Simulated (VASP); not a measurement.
# Fe (Im-3m) in VASP: further runs, part 3 of 3

VASP 6.6.1. Earlier steps stand in the parts before.

**6. Single point, RPBE+D3(BJ), collinear spin, ferromagnetic start**

This run uses another cell than the first one, of 10.28 Å³/atom, 0.974 times its volume.

The input, INCAR:

```
SYSTEM = Fe
  PREC = Accurate
  ENCUT = 520
  EDIFF = 1E-7
  ISMEAR = -1
  SIGMA = 0.05
  LREAL = .FALSE.
  LASPH = .TRUE.
  NELM = 150
  ALGO = Normal
  ISIF = 2
  LWAVE = .FALSE.
  LCHARG = .FALSE.
  ISPIN = 2
  MAGMOM = 3
  LORBIT = 11
  LMAXMIX = 4
  GGA = RP
  IVDW = 12
  NBANDS = 14
```

The input, KPOINTS:

```
regular mesh
0
G
  13 13 13
  0 0 0
```

The input, POSCAR:

```
Fe
1.0
   -1.3696278157      1.3696278157      1.3696278157
    1.3696278157     -1.3696278157      1.3696278157
    1.3696278157      1.3696278157     -1.3696278157
Fe
1
Direct
    0.0000000000      0.0000000000      0.0000000000
```

Potentials or basis: VASP PAW PBE potentials, release 64 (Fe).

Started as:

```bash
> cat potpaw_PBE.64/Fe/POTCAR > POTCAR
> mpirun -np 1 vasp_std > vasp.out
```

OUTCAR:

```text
SYSTEM = Fe
   PREC = Accurate
   ENCUT = 520
   EDIFF = 1E-7
   ISMEAR = -1
   LREAL = .FALSE.
   LASPH = .TRUE.
   NELM = 150
   ISIF = 2
   ISPIN = 2
   LORBIT = 11
   GGA = RP
   IVDW = 12
 IVDW          = 12

 ion  position               nearest neighbor table
   1  0.000  0.000  0.000-

  LATTYP: Found a body centered cubic cell.
 ALAT       =     2.7392556314

  Lattice vectors:

 A1 = (  -1.3696278157,   1.3696278157,   1.3696278157)
 A2 = (   1.3696278157,  -1.3696278157,   1.3696278157)
 A3 = (   1.3696278157,   1.3696278157,  -1.3696278157)

Analysis of symmetry for initial positions (statically):
=====================================================================
 Subroutine PRICEL returns:
 Original cell was already a primitive cell.

 Routine SETGRP: Setting up the symmetry group for a
 body centered cubic supercell.

 Subroutine GETGRP returns: Found 48 space group operations
 (whereof 48 operations were pure point group operations)
 out of a pool of 48 trial point group operations.

The static configuration has the point symmetry O_h .

Analysis of symmetry for dynamics (positions and initial velocities):
=====================================================================
 Subroutine PRICEL returns:
 Original cell was already a primitive cell.

 Routine SETGRP: Setting up the symmetry group for a
 body centered cubic supercell.

 Subroutine GETGRP returns: Found 48 space group operations
 (whereof 48 operations were pure point group operations)
 out of a pool of 48 trial point group operations.

The dynamic configuration has the point symmetry O_h .

Analysis of structural, dynamic, and magnetic symmetry:
=====================================================================
 Subroutine PRICEL returns:
 Original cell was already a primitive cell.

 Routine SETGRP: Setting up the symmetry group for a
 body centered cubic supercell.

 Subroutine GETGRP returns: Found 48 space group operations
 (whereof 48 operations were pure point group operations)
 out of a pool of 48 trial point group operations.

The overall configuration has the point symmetry O_h .

 Subroutine INISYM returns: Found 48 space group operations
 (whereof 48 operations are pure point group operations),
 and found     1 'primitive' translations

----------------------------------------------------------------------------------------

                                     Primitive cell

  volume of cell :      10.2770

  direct lattice vectors                    reciprocal lattice vectors
    -1.369627816  1.369627816  1.369627816     0.000000000  0.365062679  0.365062679
     1.369627816 -1.369627816  1.369627816     0.365062679  0.000000000  0.365062679
     1.369627816  1.369627816 -1.369627816     0.365062679  0.365062679  0.000000000

  length of vectors
     2.372264964  2.372264964  2.372264964     0.516276592  0.516276592  0.516276592

  position of ions in fractional coordinates (direct lattice)
     0.000000000  0.000000000  0.000000000

  ion indices of the primitive-cell ions
   primitive index   ion index
                 1           1

----------------------------------------------------------------------------------------

 KPOINTS: regular mesh

Automatic generation of k-mesh.
 Grid dimensions read from file:
 generate k-points for:   13   13   13
[... 72 lines left out ...]
   POTIM  = 0.5000    time-step for ionic-motion
   TEBEG  =    0.0;   TEEND  =   0.0 temperature during run
   PSTRESS=    0.0 pullay stress
   NELECT =       8.0000    total number of electrons
   NUPDOWN=      -1.0000    fix difference up-down
   EMIN   =  10.00;   EMAX   =-10.00  energy-range for DOS
   EFERMI =   0.00;   METHOD = LEGACY
   ISMEAR =    -1;   SIGMA  =   0.05  broadening in eV -4-tet -1-fermi 0-gaus
   EFERMI_NEDOS =   21; number of points for ismear=-14 and -15
   IALGO  =     38    algorithm
   IMIX   =      4    mixing-type and parameters
     AMIX     =   0.40;   BMIX     =  1.00
     AMIX_MAG =   1.60;   BMIX_MAG =  1.00
  volume/ion in A,a.u.               =      10.28        69.35
  Fermi-wavevector in a.u.,A,eV,Ry     =   1.505967  2.845866 30.857171  2.267938
  Thomas-Fermi vector in A             =   2.616747
   LORBIT       =     11    0 simple, 1 ext, 2 COOP (PROOUT), +10 PAW based schemes
   GGA     = RP    functional components
   LHFCALC =     F    Hartree Fock is set to
   AEXX    =    0.0000 exact exchange contribution
   IVDW    =    12    specifies the selected vdW correction
   LEPSILON=     F    determine dielectric tensor
   LRPA    =     F    only Hartree local field effects (RPA)
 spin polarized calculation
  energy-cutoff  :      520.00
  volume of cell :       10.28
 maximum number of plane-waves:       285
 NGX is ok and might be reduce to    18
   NGX =  9   NGY =  9   NGZ =  9

 number of electron       7.9999991 magnetization       2.0235742

 Free energy of the ion-electron system (eV)
  ---------------------------------------------------
  ext. energy  EPLUGINS =         0.00000000
  ---------------------------------------------------
  free energy    TOTEN  =        -7.64221403 eV

  energy without entropy =       -7.63441440  energy(sigma->0) =       -7.63831421

 E-fermi :   7.1210     XC(G=0): -13.6125

 val. band max:        7.1160693697   @ k =  -0.2308   0.2308   0.1538
 cond. band min:       7.1372414820   @ k =  -0.3077   0.3077   0.1538
 fundamental gap:      0.0211721122
 Fermi energy:         7.1210257010

 spin component 1

 k-point     1 :       0.0000    0.0000    0.0000
  band No.  band energies     occupation
      1      -1.9721      1.00000
      2       4.5429      1.00000
      3       4.5429      1.00000
      4       4.5429      1.00000
      5       5.9407      1.00000
      6       5.9407      1.00000
      7      33.0335      0.00000
      8      33.0335      0.00000
      9      33.0335      0.00000
     10      38.8128      0.00000
     11      38.8128      0.00000
     12      41.7985      0.00000
     13      41.7985      0.00000
     14      41.7985      0.00000
[... 379 lines left out ...]
      3       4.0522      1.00000
      4       5.8986      1.00000
      5       6.0734      1.00000
      6       7.3600      0.00832
      7      21.5559      0.00000
      8      25.5712      0.00000
      9      28.2227      0.00000
     10      35.1740      0.00000
     11      40.1402      0.00000
     12      42.1268      0.00000
     13      44.2206      0.00000
     14      47.9791      0.00000

 [... further k-points ...]

 spin component 2

 k-point     1 :       0.0000    0.0000    0.0000
  band No.  band energies     occupation
      1      -1.8321      1.00000
      2       6.3057      1.00000
      3       6.3058      1.00000
      4       6.3058      1.00000
      5       8.6474      0.00000
      6       8.6476      0.00000
      7      32.7558      0.00000
      8      32.7558      0.00000
      9      32.7558      0.00000
     10      38.9959      0.00000
     11      38.9959      0.00000
     12      42.3752      0.00000
     13      42.3752      0.00000
     14      42.3752      0.00000
[... 379 lines left out ...]
      3       5.4831      1.00000
      4       8.4250      0.00000
      5       8.7961      0.00000
      6       9.1674      0.00000
      7      22.2629      0.00000
      8      25.9115      0.00000
      9      28.8856      0.00000
     10      35.1477      0.00000
     11      40.6628      0.00000
     12      42.3239      0.00000
     13      44.4983      0.00000
     14      48.4925      0.00000

 [... further k-points ...]

------------------------ aborting loop because EDIFF is reached ----------------------------------------

 Edisp (eV)   -2.07155

 E8    (eV) :    -1.3638

  FORCE on cell =-STRESS in cart. coord.  units (eV):
  Direction    XX          YY          ZZ          XY          YZ          ZX
  --------------------------------------------------------------------------------------
  -------------------------------------------------------------------------------------
  Total      -0.03513    -0.03513    -0.03513    -0.00000    -0.00000    -0.00000
  in kB      -5.47598    -5.47598    -5.47598    -0.00000    -0.00000    -0.00000
  external pressure =       -5.48 kB  Pullay stress =        0.00 kB

 VOLUME and BASIS-vectors are now :
 -----------------------------------------------------------------------------
  energy-cutoff  :      520.00
  volume of cell :       10.28
      direct lattice vectors                 reciprocal lattice vectors
    -1.369627816  1.369627816  1.369627816     0.000000000  0.365062679  0.365062679
     1.369627816 -1.369627816  1.369627816     0.365062679  0.000000000  0.365062679
     1.369627816  1.369627816 -1.369627816     0.365062679  0.365062679  0.000000000

 POSITION                                       TOTAL-FORCE (eV/Angst)
 -----------------------------------------------------------------------------------
      0.00000      0.00000      0.00000         0.000000     -0.000000      0.000000
 -----------------------------------------------------------------------------------
    total drift:                                0.000000      0.000000      0.000000

  FREE ENERGIE OF THE ION-ELECTRON SYSTEM (eV)
  ---------------------------------------------------
  free  energy   TOTEN  =        -9.7137610188 eV

  energy  without entropy=       -9.7059613923  energy(sigma->0) =       -9.70986121

 total charge

# of ion       s       p       d       tot
------------------------------------------
    1        0.533   0.639   6.322   7.494

 magnetization (x)

# of ion       s       p       d       tot
------------------------------------------
    1       -0.014  -0.063   2.082   2.004
```

stdout:

```text
POSCAR found type information on POSCAR Fe
 POSCAR found :  1 types and       1 ions
 scaLAPACK will be used
 -----------------------------------------------------------------------------
|                                                                             |
|                                                                             |
|     You enforced a specific xc type in the INCAR file but a different       |
|     I HOPE YOU KNOW WHAT YOU ARE DOING!                                     |
|                                                                             |
 -----------------------------------------------------------------------------

 LDA part: xc-table for (Slater+PW92), standard interpolation
 POSCAR, INCAR and KPOINTS ok, starting setup
 FFT: planning ... GRIDC
 FFT: planning ... GRID_SOFT
 FFT: planning ... GRID
 WAVECAR not read
 entering main loop
```

It took 15 s on 1 thread of Intel Xeon 6975P-C (Granite Rapids), shared host; peak memory 0.14 GiB.

Results:

```yaml
Free_energy: -9.7138 eV
Pressure: -0.5 GPa
Band_gap_on_the_k_mesh: zero (filled and empty bands overlap)
Net_moment: 2.02 μB per cell
Site_moments: Fe +2.00 μB
Valence_electrons_inside_the_program's_atomic_spheres: Fe 7.49
Dispersion_energy_per_atom: -2.072 eV
```

Levels at points of the mesh, in eV from the Fermi level:
Spin up:
```tsv
k point	band 1	band 2	band 3	band 4	band 5	band 6	band 7	band 8	band 9	band 10
(0.00, 0.00, 0.00)	-9.09	-2.58	-2.58	-2.58	-1.18	-1.18	25.91	25.91	25.91	31.69
```
Spin down:
| k point | band 1 | band 2 | band 3 | band 4 | band 5 | band 6 | band 7 |
| --- | --- | --- | --- | --- | --- | --- | --- |
| (0.00, 0.00, 0.00) | -8.95 | -0.82 | -0.82 | -0.82 | 1.53 | 1.53 | 25.63 |

Caveat: the PAW data sets were made with another functional, which shifts forces and pressure a little; pairwise dispersion overbinds metals, which lowers pressure and volume.

**7. Overview**

| task | level | potentials or basis | cell | cutoff (eV) | gap on the mesh (eV) | pressure (GPa) | moment (μB) |
| --- | --- | --- | --- | --- | --- | --- | --- |
| single point | PBEsol+D3(BJ) | VASP PAW PBE potentials, release 64 (Fe) | a = 2.393 Å, angles 109.5°, 1 atom | 520 | none | 0.0 | 2.03 |
| relaxation of cell and atoms | PBEsol+D3(BJ) | VASP PAW PBE potentials, release 64 (Fe) | relaxed from a = 2.499 Å, angles 109.5°, 1 atom | 600 | none | 0.0 | 2.03 |
| single point | LDA | VASP PAW LDA potentials, release 64 (Fe) | a = 2.448 Å, angles 109.5°, 1 atom | 520 | none | -18.5 | 2.06 |
| single point | LDA | VASP PAW LDA potentials, release 64 (Fe) | a = 2.516 Å, angles 109.5°, 1 atom | 520 | none | -28.5 | 2.21 |
| single point | RPBE+D3(BJ) | VASP PAW PBE potentials, release 64 (Fe) | a = 2.372 Å, angles 109.5°, 1 atom | 520 | none | -0.5 | 2.02 |

Alike in all rows: spin collinear, ferromagnetic start; k mesh 13 × 13 × 13; smearing fermi-dirac 0.05 eV.

Caveats: the PAW data sets were made with another functional, which shifts forces and pressure a little (some runs); pairwise dispersion overbinds metals, which lowers pressure and volume (some runs); the volume moved by -12 % from the deposited cell, more than functionals usually miss (some runs).

Absolute energies hang on the potentials; compare differences alone.
